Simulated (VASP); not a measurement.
# Si in VASP: single point with LDA

Aim: the single point of Si with LDA.

Everything below comes from runs of VASP 6.6.1. Logs are shortened: lines on timing, memory, paths and dates and some standing lists are left out, and cuts for length are marked.

## Step 1: The cell of the first run

The cell holds a slab with vacuum, 2 atoms: a = 3.892 Å, b = 3.892 Å, c = 28.000 Å, α = 90.00°, β = 90.00°, γ = 120.00°.

## Step 2: Single point, LDA

The input, INCAR:

```
SYSTEM = Si
ALGO     = Normal         ! electronic algorithm
DIPOL    = 0.5 0.5 0.500
EDIFF    = 1E-7           ! SCF threshold, eV
ENCUT    = 520            ! plane-wave cutoff, eV
GGA      = CA             ! functional
IDIPOL   = 3            
ISIF     = 2              ! what is computed and relaxed
ISMEAR   = 0              ! smearing method
LASPH    = .True.         ! aspherical terms in the spheres
LCHARG   = .True.         ! write CHGCAR
LDIPOL   = .True.       
LELF     = .True.         ! ELF
LREAL    = .False.        ! projectors in reciprocal space
LVACPOTAV= .True.       
LVHAR    = .True.       
LWAVE    = .False.        ! write WAVECAR
NBANDS   = 11             ! bands
NELM     = 60             ! most SCF steps
PREC     = Accurate       ! precision mode
SIGMA    = 0.1            ! smearing width, eV
```

The input, KPOINTS:

```
k-points
0
Gamma
  15 15 1
  0 0 0
```

The input, POSCAR:

```
Si
1.0
    3.8920000000      0.0000000000      0.0000000000
   -1.9460000000      3.3705708715      0.0000000000
    0.0000000000      0.0000000000     28.0000000000
Si
2
Direct
    0.3333333333      0.6666666667      0.5000000000
    0.6666666667      0.3333333333      0.5000000000
```

Potentials or basis: VASP PAW LDA potentials, release 64 (Si).

Command:

```bash
$ cat potpaw_LDA.64/Si/POTCAR > POTCAR
$ mpirun -np 1 vasp_std > vasp.out
```

OUTCAR:

```text
SYSTEM = Si
   EDIFF = 1E-7
   ENCUT = 520
   GGA = CA
   ISIF = 2
   ISMEAR = 0
   LASPH = .True.
   LREAL = .False.
   NELM = 60
   PREC = Accurate

 ion  position               nearest neighbor table
   1  0.333  0.667  0.500-   2 2.25   2 2.25   2 2.25
   2  0.667  0.333  0.500-   1 2.25   1 2.25   1 2.25

  LATTYP: Found a hexagonal cell.
 ALAT       =     3.8920000000
 C/A-ratio  =     7.1942446043

  Lattice vectors:

 A1 = (   3.8920000000,   0.0000000000,   0.0000000000)
 A2 = (  -1.9460000000,   3.3705708715,   0.0000000000)
 A3 = (   0.0000000000,   0.0000000000,  28.0000000000)

Analysis of symmetry for initial positions (statically):
=====================================================================
 Subroutine PRICEL returns:
 Original cell was already a primitive cell.

 Routine SETGRP: Setting up the symmetry group for a
 hexagonal supercell.

 Subroutine GETGRP returns: Found 24 space group operations
 (whereof 24 operations were pure point group operations)
 out of a pool of 24 trial point group operations.

The static configuration has the point symmetry D_6h.

Analysis of symmetry for dynamics (positions and initial velocities):
=====================================================================
 Subroutine PRICEL returns:
 Original cell was already a primitive cell.

 Routine SETGRP: Setting up the symmetry group for a
 hexagonal supercell.

 Subroutine GETGRP returns: Found 24 space group operations
 (whereof 24 operations were pure point group operations)
 out of a pool of 24 trial point group operations.

The dynamic configuration has the point symmetry D_6h.

 Subroutine INISYM returns: Found 24 space group operations
 (whereof 24 operations are pure point group operations),
 and found     1 'primitive' translations

----------------------------------------------------------------------------------------

                                     Primitive cell

  volume of cell :     367.3113

  direct lattice vectors                    reciprocal lattice vectors
     3.892000000  0.000000000  0.000000000     0.256937307  0.148342824  0.000000000
    -1.946000000  3.370570872  0.000000000     0.000000000  0.296685647  0.000000000
     0.000000000  0.000000000 28.000000000     0.000000000  0.000000000  0.035714286

  length of vectors
     3.892000000  3.892000000 28.000000000     0.296685647  0.296685647  0.035714286

  position of ions in fractional coordinates (direct lattice)
     0.333333333  0.666666667  0.500000000
     0.666666667  0.333333333  0.500000000

  ion indices of the primitive-cell ions
   primitive index   ion index
                 1           1
                 2           2

----------------------------------------------------------------------------------------

 KPOINTS: k-points

Automatic generation of k-mesh.
 Grid dimensions read from file:
 generate k-points for:   15   15    1

 Generating k-lattice:

  Cartesian coordinates                     Fractional coordinates (reciprocal lattice)
     0.017129154  0.009889522  0.000000000     0.066666667  0.000000000  0.000000000
     0.000000000  0.019779043  0.000000000     0.000000000  0.066666667  0.000000000
     0.000000000  0.000000000  0.035714286     0.000000000  0.000000000  1.000000000

  Length of vectors
     0.019779043  0.019779043  0.035714286

  Shift w.r.t. Gamma in fractional coordinates (k-lattice)
     0.000000000  0.000000000  0.000000000

 Subroutine IBZKPT returns following result:
 ===========================================

 Found     27 irreducible k-points:

 Following reciprocal coordinates:
            Coordinates               Weight
  0.000000  0.000000  0.000000      1.000000
  0.066667  0.000000  0.000000      6.000000
  0.133333  0.000000  0.000000      6.000000
  0.200000  0.000000  0.000000      6.000000
  0.266667  0.000000  0.000000      6.000000
  0.333333  0.000000  0.000000      6.000000
[... 16 lines left out ...]
  0.333333  0.200000  0.000000     12.000000
  0.400000  0.200000  0.000000      6.000000
 [... further k-points ...]
   k-points           NKPTS =     27   k-points in BZ     NKDIM =     27   number of bands    NBANDS=     11
   number of dos      NEDOS =    301   number of ions     NIONS =      2
   total plane-waves  NPLWV = 189000
   dimension x,y,z NGX =    30 NGY =   30 NGZ =  210
   dimension x,y,z NGXF=    60 NGYF=   60 NGZF=  420
   ions per type =               2
   NGX,Y,Z   is equivalent  to a cutoff of  12.81, 12.81, 12.47 a.u.
   NGXF,Y,Z  is equivalent  to a cutoff of  25.63, 25.63, 24.94 a.u.
 SYSTEM =  Si
   PREC   = accura    normal or accurate (medium, high low for compatibility)
   ISTART =      0    job   : 0-new  1-cont  2-samecut
   ICHARG =      2    charge: 1-file 2-atom 10-const
   ISPIN  =      1    spin polarized calculation?
   LNONCOLLINEAR =      F non collinear calculations
   LSORBIT =      F    spin-orbit coupling
   LASPH  =      T    aspherical Exc in radial PAW
   ENCUT  =  520.0 eV  38.22 Ry    6.18 a.u.   7.24  7.24 52.06*2*pi/ulx,y,z
   NELM   =     60;   NELMIN=  2; NELMDL= -5     # of ELM steps
   EDIFF  = 0.1E-06   stopping-criterion for ELM
   LREAL  =      F    real-space projection
   EDIFFG = 0.1E-05   stopping-criterion for IOM
   NSW    =      0    number of steps for IOM
   IBRION =     -1    ionic relax: 0-MD 1-quasi-New 2-CG
   NFREE  =      0    steps in history (QN), initial steepest desc. (CG)
   ISIF   =      2    stress and relaxation
   ISYM   =      2    0-nonsym 1-usesym 2-fastsym
   POTIM  = 0.5000    time-step for ionic-motion
   TEBEG  =    0.0;   TEEND  =   0.0 temperature during run
   PSTRESS=    0.0 pullay stress
   NELECT =       8.0000    total number of electrons
   NUPDOWN=      -1.0000    fix difference up-down
   EMIN   =  10.00;   EMAX   =-10.00  energy-range for DOS
   EFERMI =   0.00;   METHOD = LEGACY
   ISMEAR =     0;   SIGMA  =   0.10  broadening in eV -4-tet -1-fermi 0-gaus
   EFERMI_NEDOS =   21; number of points for ismear=-14 and -15
   IALGO  =     38    algorithm
   IMIX   =      4    mixing-type and parameters
     AMIX     =   0.40;   BMIX     =  1.00
     AMIX_MAG =   1.60;   BMIX_MAG =  1.00
  volume/ion in A,a.u.               =     183.66      1239.37
  Fermi-wavevector in a.u.,A,eV,Ry     =   0.457186  0.863957  2.843883  0.209019
  Thomas-Fermi vector in A             =   1.441785
   LORBIT       =      0    0 simple, 1 ext, 2 COOP (PROOUT), +10 PAW based schemes
   GGA     = CA    functional components
   LHFCALC =     F    Hartree Fock is set to
   AEXX    =    0.0000 exact exchange contribution
   IVDW    =     0    specifies the selected vdW correction
   LEPSILON=     F    determine dielectric tensor
   LRPA    =     F    only Hartree local field effects (RPA)
 non-spin polarized calculation
 Gauss-broadening in eV      SIGMA  =   0.10
  energy-cutoff  :      520.00
  volume of cell :      367.31
 maximum number of plane-waves:      9939
 NGX is ok and might be reduce to    30
   NGX = 15   NGY = 15   NGZ =105

 dipolmoment           0.000000      0.000000      0.000000 electrons x Angstroem

 number of electron       8.0000001 magnetization

 dipolmoment           0.000000      0.000000     -0.000000 electrons x Angstroem

 Free energy of the ion-electron system (eV)
  ---------------------------------------------------
  ext. energy  EPLUGINS =         0.00000000
  ---------------------------------------------------
  free energy    TOTEN  =       -10.36986313 eV

  energy without entropy =      -10.36886013  energy(sigma->0) =      -10.36936163

 E-fermi :  -3.5740     XC(G=0):  -1.5584

 val. band max:       -3.5740303415   @ k =   0.3333   0.3333   0.0000
 cond. band min:      -3.5740303382   @ k =   0.3333   0.3333   0.0000
 fundamental gap:      0.0000000033
 Fermi energy:        -3.5740303402

 k-point     1 :       0.0000    0.0000    0.0000
  band No.  band energies     occupation
      1     -14.9571      2.00000
      2      -6.6892      2.00000
      3      -5.3670      2.00000
      4      -5.3670      2.00000
      5      -2.2812      0.00000
      6      -1.0468      0.00000
      7      -1.0468      0.00000
      8      -0.5057      0.00000
      9       0.9299      0.00000
     10       1.2371      0.00000
     11       1.6569      0.00000

 k-point     2 :       0.0667    0.0000    0.0000
  band No.  band energies     occupation
      1     -14.9061      2.00000
      2      -6.6393      2.00000
      3      -5.7845      2.00000
      4      -5.4560      2.00000
      5      -1.9617      0.00000
      6      -1.0446      0.00000
      7      -0.8559      0.00000
      8      -0.4488      0.00000
      9       0.9867      0.00000
     10       1.2959      0.00000
     11       1.7149      0.00000

 k-point     3 :       0.1333    0.0000    0.0000
  band No.  band energies     occupation
      1     -14.7536      2.00000
      2      -6.6729      2.00000
      3      -6.4902      2.00000
      4      -5.6799      2.00000
      5      -1.8229      0.00000
      6      -0.5185      0.00000
      7      -0.3269      0.00000
      8      -0.2785      0.00000
      9       1.1533      0.00000
     10       1.3836      0.00000
     11       1.4723      0.00000
[... 267 lines left out ...]
 k-point    23 :       0.3333    0.2000    0.0000
  band No.  band energies     occupation
      1     -12.6872      2.00000
      2     -10.8876      2.00000
      3      -7.9046      2.00000
      4      -4.4738      2.00000
      5      -2.7153      0.00000
      6      -0.6917      0.00000
      7       1.0782      0.00000
      8       1.9247      0.00000
      9       2.1281      0.00000
     10       3.8340      0.00000
     11       4.0983      0.00000

 k-point    24 :       0.4000    0.2000    0.0000
  band No.  band energies     occupation
      1     -12.4043      2.00000
      2     -11.2274      2.00000
      3      -7.9791      2.00000
      4      -4.2013      2.00000
      5      -3.0402      0.00000
      6      -0.7337      0.00000
      7       0.9863      0.00000
      8       2.4302      0.00000
      9       2.6862      0.00000
     10       4.0527      0.00000
     11       4.0683      0.00000

 [... further k-points ...]

------------------------ aborting loop because EDIFF is reached ----------------------------------------

 vacuum level on the upper side and lower side of the slab       (xc-potential included)        -0.087        -0.087

  FORCE on cell =-STRESS in cart. coord.  units (eV):
  Direction    XX          YY          ZZ          XY          YZ          ZX
  --------------------------------------------------------------------------------------
  -------------------------------------------------------------------------------------
  Total       -0.7832713     -0.7832713     -0.0037324      0.0000000     -0.0000000      0.0000000
  in kB       -3.4165554     -3.4165554     -0.0162803      0.0000000     -0.0000000      0.0000000
  external PRESSURE =      -2.2831304 kB  Pullay stress =       0.0000000 kB

 VOLUME and BASIS-vectors are now :
 -----------------------------------------------------------------------------
  energy-cutoff  :      520.00
  volume of cell :      367.31
      direct lattice vectors                 reciprocal lattice vectors
     3.892000000  0.000000000  0.000000000     0.256937307  0.148342824  0.000000000
    -1.946000000  3.370570872  0.000000000     0.000000000  0.296685647  0.000000000
     0.000000000  0.000000000 28.000000000     0.000000000  0.000000000  0.035714286

 POSITION                                       TOTAL-FORCE (eV/Angst)
 -----------------------------------------------------------------------------------
     -0.00000      2.24705     14.00000        -0.000000      0.000000      0.000000
      1.94600      1.12352     14.00000         0.000000     -0.000000     -0.000000
 -----------------------------------------------------------------------------------
    total drift:                                0.000000     -0.000000     -0.000000

  FREE ENERGIE OF THE ION-ELECTRON SYSTEM (eV)
  ---------------------------------------------------
  free  energy   TOTEN  =       -10.3698631289 eV

  energy  without entropy=      -10.3688601252  energy(sigma->0) =      -10.36936163

 vacuum level on the upper side and lower side of the slab         1.205         1.205
```

Wall time 3.3 min (1 thread of AMD EPYC 7R43 (Zen 3), shared host); peak memory 0.34 GiB.

What came out:

```yaml
Free_energy: -10.3699 eV
Band_gap_on_the_k_mesh: zero (filled and empty bands touch)
Work_function_of_the_upper_face: 4.78 eV
Work_function_of_the_lower_face: 4.78 eV
```

Levels at points of the mesh, in eV from the Fermi level:
```
           k point  band 2  band 3  band 4  band 5  band 6  band 7
(0.00, 0.00, 0.00)   -3.12   -1.79   -1.79    1.29    2.53    2.53
```
